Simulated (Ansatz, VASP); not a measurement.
# One calculation of Ti, two programs

Contents of POSCAR:

```
Ti
1.0
    0.0000000000      1.9995500000      2.0909000000
    1.9995500000      0.0000000000      2.0909000000
    1.9995500000      1.9995500000      0.0000000000
Ti
1
Direct
    0.0000000000      0.0000000000      0.0000000000
```

INCAR.step1

```
ALGO = Normal
EDIFF = 1E-4
ENCUT = 520
GGA = PE
ISMEAR = 0
LASPH = True
LCHARG = False
LREAL = False
LWAVE = True
NBANDS = 12
NELM = 100
PREC = Accurate
SIGMA = 0.15
```

File INCAR.step2:

```
ALGO = Normal
EDIFF = 1E-6
ENCUT = 520
ISIF = 2
ISMEAR = 0
ISTART = 1
LASPH = True
LCHARG = False
LMIXTAU = True
LREAL = False
LWAVE = False
METAGGA = R2SCAN
NBANDS = 12
NELM = 100
PREC = Accurate
SIGMA = 0.15
```

Contents of KPOINTS:

```
k-points
0
Gamma
  20 20 20
```

Input for Ansatz:

```yaml
crystal:
  lattice:
    - [0.0, 1.99955, 2.0909]
    - [1.99955, 0.0, 2.0909]
    - [1.99955, 1.99955, 0.0]
  atoms:
    - { symbol: Ti, position: [0.0, 0.0, 0.0] }
basis:
  ecutwfc: 500
kpoints:
  mp_grid: { grid: [20, 20, 20] }
hamiltonian:
  xc: r2scan
scf:
  occupations: { method: gaussian, width: 0.15 }
output:
  forces: true
  stress: true
  eigenvalues: true
  write_density: true
  write_potential: true
  elf: true
  volumetric_format: npy
```

Change from the starting cell: strain -0.015 along x and y, +0.030 along z, atoms carried along.

Alike in both runs: task single point; functional r2SCAN; k mesh 20 × 20 × 20; occupations gaussian, width 0.15 eV; no spin polarisation.

|  | VASP | Ansatz |
| --- | --- | --- |
| version | VASP 6.6.1 | Ansatz 0.2.0 |
| potentials or method | VASP PAW PBE potentials, release 64 (Ti_sv), cutoff 520 eV | scalar-relativistic, plane waves, PAW |
| valence electrons in the cell | 12 | 12 |

```tsv
	VASP	Ansatz	Ansatz less VASP
gap on the k mesh at the Fermi level (eV)	none	none	-
pressure (GPa)	4.8	4.5	-0.39
traceless stress, the component that is largest in VASP (GPa)	-0.95	-0.94	+0.014
```

VASP's potentials were made for PBE, not for r2SCAN. A gap of «none» marks a metal or a gap that the smearing closes.
